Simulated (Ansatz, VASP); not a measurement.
**Two plane-wave programs on BaTiO3**

```
Ba Ti O
1.0
     2.82767    1.63255    2.29455
    -2.82767    1.63255    2.29455
     0.00000   -3.26511    2.29455
Ba Ti O
1 1 3
Direct
  0.99885 0.99885 0.99885
  0.48800 0.48800 0.48800
  0.50954 0.50954 0.01538
  0.01538 0.50954 0.50954
  0.50954 0.01538 0.50954
```

Change from the starting cell: z stretched by -1 %, ions relaxed.

Alike in both runs: functional PBE; k mesh 8 × 8 × 8; occupations fermi-dirac, width 0.02 eV; no spin polarisation.

Ansatz relaxed the structure, and its values are those at the end. VASP's run is a single point on that final structure, the one shown.

|  | VASP | Ansatz |
| --- | --- | --- |
| version | VASP 6.6.1 | Ansatz 0.2.0 |
| potentials or method | VASP PAW PBE potentials, release 64 (Ba_sv, Ti_sv, O_h) | plane-wave PAW, scalar-relativistic |
| plane-wave cutoff (eV) | 910 | 420 |
| valence electrons in the cell | 40 | 40 |

|  | VASP | Ansatz | Ansatz less VASP |
| --- | --- | --- | --- |
| gap on the k mesh at the Fermi level (eV) | 2.24 | 2.29 | +0.051 |
| rms of the force components (eV/Å) | 0.017 | 0.004 | -0.0131 |

Ansatz's warnings: stress scf threshold loose.

Spin-orbit coupling is off throughout. Noted on VASP's run: the cutoff is short for stress, so the pressure is rough.
